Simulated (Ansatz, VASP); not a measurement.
# Cu: VASP beside Ansatz

```
Cu
1.0
     2.53410    0.00000    0.00000
    -1.26705    2.19459    0.00000
     0.00000    0.00000    4.11257
Cu
2
Cartesian
  0.0000 1.4631 1.0281
  1.2670 0.7315 3.0844
```

Alike in both runs: task single point; functional PBEsol; k mesh 12 × 12 × 7; no spin polarisation.

|  | VASP | Ansatz |
| --- | --- | --- |
| version | VASP 6.6.1 | Ansatz 0.2.0 |
| potentials or method | VASP PAW PBE potentials, release 64 (Cu) | plane waves, PAW |
| plane-wave cutoff (eV) | 600 | 420 |
| occupations | methfessel-paxton of order 1, width 0.2 eV | cold, width 0.2 eV |
| valence electrons in the cell | 22 | 38 |

Ansatz gave:

```
pressure (GPa)                                                : -1.4
traceless stress, the component that is largest in VASP (GPa) : 0.16
```

Which values does VASP return?

Pressure (GPa): -0.6; traceless stress, the component that is largest in VASP (GPa): 0.08.

VASP's potentials were made for PBE, not for PBEsol. VASP's potentials hold 22 valence electrons a cell and Ansatz's 38, so a difference there can come from the potentials and not from the codes.
